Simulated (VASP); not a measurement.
Write the native input for VASP 6.6.1 that does the following.

```yaml
Task: single point
Functional: LDA
Potentials_or_basis: VASP PAW LDA potentials, release 64 (Na_pv)
Cutoff: 520 eV
k_mesh: 15 × 15 × 15
Occupations: fermi-dirac, width 0.1 eV
Spin: no spin polarisation
Dipole_correction: no
Further_INCAR_settings: ALGO = Normal; EDIFF = 1e-06; NBANDS = 10
```

The structure of Na lies in POSCAR:

```
Na
1.0
    2.5708074088      0.0000000000      0.0000000000
    0.0000000000      2.5708074088      0.0000000000
    0.0000000000      0.0000000000      2.5708074088
Na
1
Direct
    0.0000000000      0.0000000000      0.0000000000
```

This isn't the form of Na at room conditions, which is bcc.

One way to write it, as run:

INCAR

```
ALGO     = Normal         # electronic algorithm
EDIFF    = 1E-6           # SCF threshold, eV
ENCUT    = 520            # plane-wave cutoff, eV
GGA      = CA             # functional
ISIF     = 2              # what is computed and relaxed
ISMEAR   = -1             # smearing method
LASPH    = True           # aspherical terms in the spheres
LCHARG   = False          # write CHGCAR
LREAL    = False          # projectors in reciprocal space
LWAVE    = False          # write WAVECAR
NBANDS   = 10             # bands
NELM     = 80             # most SCF steps
PREC     = Accurate       # precision mode
SIGMA    = 0.1            # smearing width, eV
```

KPOINTS

```
k-points
0
Gamma
  15 15 15
```

Potentials or basis: VASP PAW LDA potentials, release 64 (Na_pv).

The run is started by

```console
$ cat potpaw_LDA.64/Na_pv/POTCAR > POTCAR
$ mpirun -np 1 vasp_std > vasp.out
```

Results of the run:

```
Pressure               : 21.9 GPa
Band gap on the k mesh : zero (an odd number of electrons rules out a gap without spin polarisation)
```

Caveat: the cell stands under pressure.

Run time: 9.6 s on 1 thread of Intel Xeon 8259CL (shared host), peak memory 0.12 GiB.
